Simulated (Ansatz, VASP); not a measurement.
One calculation of SiO2, two programs

```
Si O
1.0
     4.97559    0.00000    0.00000
     0.00000    4.97559    0.00000
     0.00000    0.00000    6.90089
Si O
4 8
Direct
  0.80325 0.80325 0.50000
  0.69675 0.30325 0.25000
  0.30325 0.69675 0.75000
  0.19675 0.19675 0.00000
  0.76176 0.11039 0.43204
  0.88961 0.23824 0.06796
  0.11039 0.76176 0.56796
  0.26176 0.38961 0.81796
  0.23824 0.88961 0.93204
  0.73824 0.61039 0.31796
  0.38961 0.26176 0.18204
  0.61039 0.73824 0.68204
```

Alike in both runs: task single point; functional PBE; k mesh 4 × 4 × 2; occupations fermi-dirac, width 0.03 eV; no spin polarisation.

|  | VASP | Ansatz |
| --- | --- | --- |
| version | VASP 6.6.1 | Ansatz 0.2.0 |
| potentials or method | VASP PAW PBE potentials, release 64 (Si, O), cutoff 600 eV | all-electron LAPW, scalar-relativistic |

VASP gave:

```
gap on the k mesh at the Fermi level (eV)                     : 5.73
least direct gap on the mesh (eV)                             : 5.73
pressure (GPa)                                                : 4.7
traceless stress, the component that is largest in VASP (GPa) : 0.10
rms of the force components (eV/Å)                            : 0.128
```

Question: Which values does Ansatz return?

Answer: gap on the k mesh at the Fermi level (eV): 5.73; least direct gap on the mesh (eV): 5.73; pressure (GPa): 4.8; traceless stress, the component that is largest in VASP (GPa): 0.14; rms of the force components (eV/Å): 0.133.

Atom by atom the forces differ by 0.009 eV/Å (rms over components). Ansatz ran all-electron here, and VASP with PAW potentials.

The k mesh is coarse, so the values compare programs but aren't converged.
